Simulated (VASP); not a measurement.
Wanted: the native input for a VASP 6.6.1 run.

```yaml
Task: relaxation of cell and atoms
Functional: LDA
Potentials_or_basis: VASP PAW LDA potentials, release 64 (K_sv, F)
Cutoff: 600 eV
k_mesh: 6 × 6 × 6
Occupations: fermi-dirac, width 0.02 eV
Spin: no spin polarisation
Dipole_correction: no
Further_INCAR_settings: ALGO = Normal; EDIFF = 1e-06; IBRION = 2; EDIFFG = -0.005; NSW = 80; ISIF = 3
```

The structure of KF lies in POSCAR:

```
KF
1.0
    0.0000000000      2.9748243948      2.9748243948
    2.9748243948      0.0000000000      2.9748243948
    2.9748243948      2.9748243948      0.0000000000
K F
1 1
Direct
    0.0000000000      0.0000000000      0.0000000000
    0.2500000000      0.2500000000      0.2500000000
```

The input as run:

INCAR

```
SYSTEM = KF
PREC = Accurate ; ENCUT = 600
EDIFF = 1E-6 ; ISMEAR = -1
SIGMA = 0.02 ; LREAL = .FALSE.
LASPH = .TRUE. ; NELM = 80
ALGO = Normal ; ISIF = 3
LWAVE = .FALSE. ; LCHARG = .FALSE.
GGA = CA ; IBRION = 2
NSW = 80 ; EDIFFG = -0.005
```

KPOINTS

```
Automatic mesh
0
G
  6 6 6
  0 0 0
```

Potentials or basis: VASP PAW LDA potentials, release 64 (K_sv, F).

Launch:

```bash
$ cat potpaw_LDA.64/K_sv/POTCAR potpaw_LDA.64/F/POTCAR > POTCAR
$ mpirun -np 1 vasp_std > vasp.out
```

Results of the run:

- Relaxed volume: 23.18 Å³/atom
- Relaxed cell: a = 4.032 Å, b = 4.032 Å, c = 4.032 Å, α = 60.00°, β = 60.00°, γ = 60.00°
- Space group after relaxing (to 0.1 Å): F-43m (No. 216)
- Energy gained by relaxing: 29.9 meV/atom
- Ionic steps: 4
- Pressure after relaxing: 0.0 GPa
- Band gap on the k mesh: 5.13 eV (least direct gap 5.43 eV)

Caveat: the structure was generated, so it needn't be the stable form of KF.

It took 74 s on 1 thread of Intel Xeon 8259CL, on a shared host, peak memory 0.18 GiB.
